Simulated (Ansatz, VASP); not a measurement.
## Sn3Te in VASP and in Ansatz

INCAR

```
SYSTEM = Sn3Te
PREC     = Accurate       ! precision mode
ENCUT    = 520            ! plane-wave cutoff, eV
EDIFF    = 1E-6           ! SCF threshold, eV
ISMEAR   = -1             ! smearing method
SIGMA    = 0.05           ! smearing width, eV
LREAL    = .FALSE.        ! projectors in reciprocal space
LASPH    = .TRUE.         ! aspherical terms in the spheres
NELM     = 60             ! most SCF steps
ALGO     = Fast           ! electronic algorithm
ISIF     = 2              ! what is computed and relaxed
LWAVE    = .FALSE.        ! write WAVECAR
LCHARG   = .TRUE.         ! write CHGCAR
GGA      = CA             ! functional
LELF     = .TRUE.         ! ELF
LVHAR    = .TRUE.       
NBANDS   = 32             ! bands
```

Contents of KPOINTS:

```
Automatic mesh
0
G
  8 8 8
  0 0 0
```

File POSCAR:

```
Sn3Te
1.0
   -2.2698068907      2.2698068907      5.4419376443
    2.2698068907     -2.2698068907      5.4419376443
    2.2698068907      2.2698068907     -5.4419376443
Te Sn
1 3
Direct
    0.0000000000      0.0000000000      0.0000000000
    0.5000000000      0.5000000000      0.0000000000
    0.2500000000      0.7500000000      0.5000000000
    0.7500000000      0.2500000000      0.5000000000
```

input.yaml

```yaml
crystal:
  lattice:
    - [-2.2698068907, 2.2698068907, 5.4419376443]
    - [2.2698068907, -2.2698068907, 5.4419376443]
    - [2.2698068907, 2.2698068907, -5.4419376443]
  atoms:
    - { symbol: Te, position: [0.0, 0.0, 0.0] }
    - { symbol: Sn, position: [0.5, 0.5, 0.0] }
    - { symbol: Sn, position: [0.25, 0.75, 0.5] }
    - { symbol: Sn, position: [0.75, 0.25, 0.5] }
hamiltonian:
  xc: lda
  pseudopotentials: { kind: paw }
kpoints:
  mp_grid: { grid: [8, 8, 8] }
scf:
  occupations: { method: fermi_dirac, width: 0.05 }
output:
  forces: true
  stress: true
  eigenvalues: true
```

Alike in both runs: task single point; functional LDA; k mesh 8 × 8 × 8; occupations fermi-dirac, width 0.05 eV; no spin polarisation.

```csv
,VASP,Ansatz
version,VASP 6.6.1,Ansatz 0.2.0
potentials or method,"VASP PAW LDA potentials, release 64 (Te, Sn_d)",Ansatz PAW
plane-wave cutoff (eV),520,420
valence electrons in the cell,48,58
```

Ansatz gave:

| Item | Value |
| --- | --- |
| gap on the k mesh at the Fermi level (eV) | none |
| pressure (GPa) | -2.5 |
| traceless stress, the component that is largest in VASP (GPa) | -0.09 |

Task: Estimate VASP's values.

Result: gap on the k mesh at the Fermi level (eV): none; pressure (GPa): -2.5; traceless stress, the component that is largest in VASP (GPa): -0.11.

LDA's correlation is that of Perdew and Zunger in VASP and of Perdew and Wang (1992) in Ansatz. A gap of «none» marks a metal or a gap that the smearing closes. VASP's potentials hold 48 valence electrons a cell and Ansatz's 58, so a difference there can come from the potentials and not from the codes.

Spin-orbit coupling is off throughout.
